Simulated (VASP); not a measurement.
Here is a VASP 6.6.1 calculation.

Contents of INCAR:

```
  ALGO = Normal
  EDIFF = 1E-7
  EDIFFG = -0.04
  ENCUT = 600
  GGA = PE
  IBRION = 2
  ISIF = 3
  ISMEAR = 0
  LASPH = True
  LCHARG = False
  LREAL = False
  LWAVE = False
  NELM = 80
  NSW = 90
  PREC = Accurate
  SIGMA = 0.1
```

Contents of KPOINTS:

```
k-points
0
Gamma
  4 4 4
```

Contents of POSCAR:

```
SnGe5
1.0
    2.0985165200     -6.2955495500      0.0000000000
    2.0985165200      6.2955495500      0.0000000000
    0.0000000000      0.0000000000      4.7116210600
Sn Ge
1 5
Direct
    0.0000000000      0.0000000000      0.0000000000
    0.5000000000      0.5000000000      0.5000000000
    0.3333333300      0.6666666700      0.0000000000
    0.1666666700      0.8333333300      0.5000000000
    0.8333333300      0.1666666700      0.5000000000
    0.6666666700      0.3333333300      0.0000000000
```

Potentials or basis: VASP PAW PBE potentials, release 64 (Sn_d, Ge_d).

Run with:

```console
$ cat potpaw_PBE.64/Sn_d/POTCAR potpaw_PBE.64/Ge_d/POTCAR > POTCAR
$ mpirun -np 1 vasp_std > vasp.out
```

Q: Predict the band gap on the k mesh.

A: Zero (bands 42 and 43 overlap by 1.77 eV).

Q: What does it give for the relaxed cell?

A: a = 6.855 Å, b = 6.855 Å, c = 4.796 Å, α = 90.00°, β = 90.00°, γ = 146.03°.

Q: Estimate the space group after relaxing (to 0.1 Å).

A: Cmmm (No. 65).

Q: Predict the relaxed volume.

A: 20.99 Å³/atom.

Stress tensor (GPa, compression positive):
```
-0.04  0.00  0.00
 0.00 -0.28  0.00
 0.00  0.00 -0.17
```

Caveat: the k points lie up to 0.41 Å⁻¹ apart in the final cell, too coarse for converged energies and pressures of a metal; spin-orbit coupling is left out, which moves the levels of the heavy elements.
